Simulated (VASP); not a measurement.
Input of a VASP 6.6.1 run:

INCAR

```
  PREC = Accurate
  ENCUT = 520
  EDIFF = 1E-6
  ISMEAR = 0
  SIGMA = 0.15
  LREAL = F
  LASPH = T
  NELM = 100
  ALGO = Normal
  ISIF = 2
  LWAVE = F
  LCHARG = F
  GGA = PE
  NBANDS = 16
```

KPOINTS

```
Automatic mesh
0
Gamma
  14 14 14
```

Contents of POSCAR:

```
GaSb
1.0
    0.0000000000      3.1125325000      3.0590000000
    3.0590000000      0.0000000000      3.0590000000
    3.0590000000      3.1125325000      0.0000000000
Ga Sb
1 1
Direct
    0.0000000000      0.0000000000      0.0000000000
    0.7500000000      0.7500000000      0.7500000000
```

Potentials or basis: VASP PAW PBE potentials, release 64 (Ga_d, Sb).

Run with:

```bash
$ cat potpaw_PBE.64/Ga_d/POTCAR potpaw_PBE.64/Sb/POTCAR > POTCAR
$ mpirun -np 1 vasp_std > vasp.out
```

(1) Predict the pressure.

(2) Estimate the band gap on the k mesh.

## Answers

(1) 1.5 GPa.

(2) zero (filled and empty bands touch).

Caveat: the cell differs from its parent crystal (strain +0.0175 x Voigt [0, 1, 0, 0, 0, 0]); spin-orbit coupling is left out, which moves the levels of the heavy elements.
